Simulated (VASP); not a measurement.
## LiF: single point with PBEsol

The system is LiF.

```
Li F
1.0
     0.00000    2.01400    2.01400
     2.01400    0.00000    2.01400
     2.01400    2.01400    0.00000
Li F
1 1
Cartesian
  0.0000 0.0354 0.0354
  2.0140 2.0140 2.0140
```

This cell differs from its parent crystal: all Li atoms moved -0.050 Å, as atom 1 towards its neighbour atom 1 (Li) at 2.848 Å.

```yaml
Program: VASP 6.6.1
Task: single point
Functional: PBEsol
Potentials_or_basis: VASP PAW PBE potentials, release 64 (Li_sv, F)
Cutoff: 520 eV
k_mesh: 10 × 10 × 10
Occupations: gaussian, width 0.05 eV
Spin: no spin polarisation
Dipole_correction: no
Further_INCAR_settings: ALGO = Normal; EDIFF = 1e-07; NBANDS = 12
```

```json
{"Largest force": "0.084 eV/Å", "Band gap on the k mesh": "8.91 eV, direct"}
```

Forces on the atoms (eV/Å):
```
Li   0.000 -0.060 -0.060
F    0.000  0.060  0.060
```

Levels at points of the mesh, in eV from the valence-band top:
```csv
k point,band 2,band 3,band 4,band 5,band 6,band 7,band 8,band 9
"(0.00, 0.00, 0.00)",-19.87,0.00,0.00,0.00,8.91,23.62,23.63,23.83
"(0.50, 0.00, 0.00)",-19.42,-2.56,-0.24,-0.23,10.58,16.54,18.75,18.75
"(0.00, 0.50, 0.00)",-19.42,-2.56,-0.23,-0.23,10.58,16.53,18.75,18.79
"(0.50, 0.50, 0.00)",-19.15,-3.06,-1.01,-1.01,14.62,16.18,17.31,20.10
"(0.00, 0.50, 0.50)",-19.15,-3.06,-1.02,-1.01,14.63,16.17,17.27,20.09
```

Run time: 22 s on 1 thread of Intel Xeon 6975P-C, on a shared host, peak memory 0.15 GiB.

Caveat: the cell differs from its parent crystal (all Li atoms moved -0.050 Å, as atom 1 towards its neighbour atom 1 (Li) at 2.848 Å); the PAW data sets were made with another functional, which shifts forces and pressure a little. A k mesh can miss the band edges.
